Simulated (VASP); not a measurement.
# NaCl3 (Pm-3n) in VASP: a series of runs, part 2 of 2

VASP 6.6.1. Earlier steps stand in the parts before.

## (4) Single point, PBEsol

This run uses another cell than the first one, of 19.71 Å³/atom, 1.060 times its volume.

The input, INCAR:

```
PREC = Accurate
ENCUT = 520
EDIFF = 1E-6
ISMEAR = 1
SIGMA = 0.05
LREAL = False
LASPH = True
NELM = 80
ALGO = Normal
ISIF = 2
LWAVE = False
LCHARG = False
GGA = PS
NBANDS = 38
```

The input, KPOINTS:

```
regular mesh
0
Gamma
  6 6 6
```

The input, POSCAR:

```
NaCl3
1.0
    5.4020356059      0.0000000000      0.0000000000
    0.0000000000      5.4020356059      0.0000000000
    0.0000000000      0.0000000000      5.4020356059
Na Cl
2 6
Direct
    0.5000000000      0.5000000000      0.5000000000
    0.0000000000      0.0000000000      0.0000000000
    0.5000000000      0.0000000000      0.7500000000
    0.0000000000      0.2500000000      0.5000000000
    0.0000000000      0.7500000000      0.5000000000
    0.2500000000      0.5000000000      0.0000000000
    0.5000000000      0.0000000000      0.2500000000
    0.7500000000      0.5000000000      0.0000000000
```

Potentials or basis: VASP PAW PBE potentials, release 64 (Na_pv, Cl).

The run is started by

```console
$ cat potpaw_PBE.64/Na_pv/POTCAR potpaw_PBE.64/Cl/POTCAR > POTCAR
$ mpirun -np 1 vasp_std > vasp.out
```

OUTCAR:

```text
PREC = Accurate
   ENCUT = 520
   EDIFF = 1E-6
   ISMEAR = 1
   LREAL = False
   LASPH = True
   NELM = 80
   ISIF = 2
   GGA = PS

 ion  position               nearest neighbor table
   1  0.500  0.500  0.500-
   2  0.000  0.000  0.000-
   3  0.500  0.000  0.750-
   4  0.000  0.250  0.500-
   5  0.000  0.750  0.500-
   6  0.250  0.500  0.000-
   7  0.500  0.000  0.250-
   8  0.750  0.500  0.000-

  LATTYP: Found a simple cubic cell.
 ALAT       =     5.4020356059

  Lattice vectors:

 A1 = (   5.4020356059,   0.0000000000,   0.0000000000)
 A2 = (   0.0000000000,   5.4020356059,   0.0000000000)
 A3 = (   0.0000000000,   0.0000000000,   5.4020356059)

[... 179 lines left out ...]
  free energy    TOTEN  =       -19.76955618 eV

  energy without entropy =      -19.76776508  energy(sigma->0) =      -19.76895915

 E-fermi :   1.5102     XC(G=0):  -9.5400

 val. band max:        1.5091272603   @ k =   0.5000   0.3333   0.3333
 cond. band min:       1.5249773627   @ k =   0.5000   0.3333   0.1667
 fundamental gap:      0.0158501025
 Fermi energy:         1.5101812525

 k-point     1 :       0.0000    0.0000    0.0000
  band No.  band energies     occupation
      1     -19.8759      2.00000
      2     -19.8759      2.00000
      3     -19.8759      2.00000
      4     -19.8725      2.00000
      5     -19.8725      2.00000
      6     -19.8725      2.00000
[... 809 lines left out ...]
     37      11.2236      0.00000
     38      11.2236      0.00000

------------------------ aborting loop because EDIFF is reached ----------------------------------------

  FORCE on cell =-STRESS in cart. coord.  units (eV):
  Direction    XX          YY          ZZ          XY          YZ          ZX
  --------------------------------------------------------------------------------------
  -------------------------------------------------------------------------------------
  Total       -0.0258170     -0.0258170     -0.0258170      0.0000000     -0.0000000     -0.0000000
  in kB       -0.2623879     -0.2623879     -0.2623879      0.0000000     -0.0000000     -0.0000000
  external PRESSURE =      -0.2623879 kB  Pullay stress =       0.0000000 kB

 VOLUME and BASIS-vectors are now :
 -----------------------------------------------------------------------------
  energy-cutoff  :      520.00
  volume of cell :      157.64
      direct lattice vectors                 reciprocal lattice vectors
     5.402035606  0.000000000  0.000000000     0.185115403  0.000000000  0.000000000
     0.000000000  5.402035606  0.000000000     0.000000000  0.185115403  0.000000000
     0.000000000  0.000000000  5.402035606     0.000000000  0.000000000  0.185115403

 POSITION                                       TOTAL-FORCE (eV/Angst)
 -----------------------------------------------------------------------------------
      2.70102      2.70102      2.70102        -0.000000     -0.000000     -0.000000
      0.00000      0.00000      0.00000        -0.000000     -0.000000     -0.000000
      2.70102      0.00000      4.05153        -0.000000     -0.000000     -0.000000
      0.00000      1.35051      2.70102        -0.000000      0.000000     -0.000000
      0.00000      4.05153      2.70102         0.000000     -0.000000      0.000000
      1.35051      2.70102      0.00000         0.000000      0.000000      0.000000
      2.70102      0.00000      1.35051        -0.000000     -0.000000      0.000000
      4.05153      2.70102      0.00000        -0.000000     -0.000000     -0.000000
 -----------------------------------------------------------------------------------
    total drift:                                0.000000      0.000000     -0.000000

  FREE ENERGIE OF THE ION-ELECTRON SYSTEM (eV)
  ---------------------------------------------------
  free  energy   TOTEN  =       -19.7695561777 eV

  energy  without entropy=      -19.7677650843  energy(sigma->0) =      -19.76895915
```

OSZICAR:

```text
N       E                     dE             d eps       ncg     rms          rms(c)
DAV:   1     0.543673422115E+03    0.54367E+03   -0.26074E+04  1600   0.147E+03
DAV:   2     0.377604775965E+02   -0.50591E+03   -0.48271E+03  1840   0.353E+02
DAV:   3    -0.183061580366E+02   -0.56067E+02   -0.55138E+02  1740   0.128E+02
DAV:   4    -0.202048099767E+02   -0.18987E+01   -0.18863E+01  1864   0.261E+01
DAV:   5    -0.202629487662E+02   -0.58139E-01   -0.58077E-01  1914   0.464E+00    0.105E+01
DAV:   6    -0.198831394472E+02    0.37981E+00   -0.29776E-01  1816   0.283E+00    0.638E+00
DAV:   7    -0.197874245821E+02    0.95715E-01   -0.59524E-01  1826   0.327E+00    0.133E+00
DAV:   8    -0.198143038193E+02   -0.26879E-01   -0.42008E-02  2054   0.922E-01    0.181E+00
DAV:   9    -0.197693131263E+02    0.44991E-01   -0.12833E-01  1748   0.131E+00    0.702E-01
DAV:  10    -0.197695592694E+02   -0.24614E-03   -0.33056E-03  1770   0.276E-01    0.338E-01
DAV:  11    -0.197695933248E+02   -0.34055E-04   -0.19846E-04  1896   0.109E-01    0.516E-02
DAV:  12    -0.197695570503E+02    0.36274E-04   -0.13014E-04  1880   0.582E-02    0.181E-02
DAV:  13    -0.197695561777E+02    0.87260E-06   -0.61598E-06  1764   0.118E-02
   1 F= -.19769556E+02 E0= -.19768959E+02  d E =-.179109E-02
```

stdout:

```text
POSCAR found type information on POSCAR NaCl
 POSCAR found :  2 types and       8 ions
 scaLAPACK will be used
 -----------------------------------------------------------------------------
|                                                                             |
|                                                                             |
|     You enforced a specific xc type in the INCAR file but a different       |
|     I HOPE YOU KNOW WHAT YOU ARE DOING!                                     |
|                                                                             |
 -----------------------------------------------------------------------------

 LDA part: xc-table for (Slater+PW92), standard interpolation
 POSCAR, INCAR and KPOINTS ok, starting setup
 FFT: planning ... GRIDC
 FFT: planning ... GRID_SOFT
 FFT: planning ... GRID
 WAVECAR not read
 entering main loop
```

Wall time 75 s (1 thread of Intel Xeon Platinum 8259CL at 2.50GHz (Skylake/Cascade Lake), shared host); peak memory 0.27 GiB.

What came out:

* Free energy: -19.7696 eV
* Pressure: 0.0 GPa
* Band gap on the k mesh: zero (band 28 reaches 3.25 eV, above the bottom of band 29 at 0.92 eV)

Caveat: the PAW data sets were made with another functional, which shifts forces and pressure a little.

## (5) The runs side by side

| level | potentials or basis | cell | gap on the mesh (eV) | pressure (GPa) |
| --- | --- | --- | --- | --- |
| LDA | VASP PAW LDA potentials, release 64 (Na_pv, Cl) | a = 5.297 Å, 8 atoms | none | -0.1 |
| PBEsol+D3(BJ) | VASP PAW PBE potentials, release 64 (Na_pv, Cl) | a = 5.324 Å, 8 atoms | none | 0.0 |
| PBEsol | VASP PAW PBE potentials, release 64 (Na_pv, Cl) | a = 5.402 Å, 8 atoms | none | 0.0 |

Alike in all rows: task single point; no spin polarisation; k mesh 6 × 6 × 6; cutoff (eV) 520; smearing methfessel-paxton 0.05 eV.

Caveats: the PAW data sets were made with another functional, which shifts forces and pressure a little (some runs); pairwise dispersion overbinds metals, which lowers pressure and volume (some runs).

Total energies depend on the potentials used, so only differences within one code and one set of settings carry meaning.
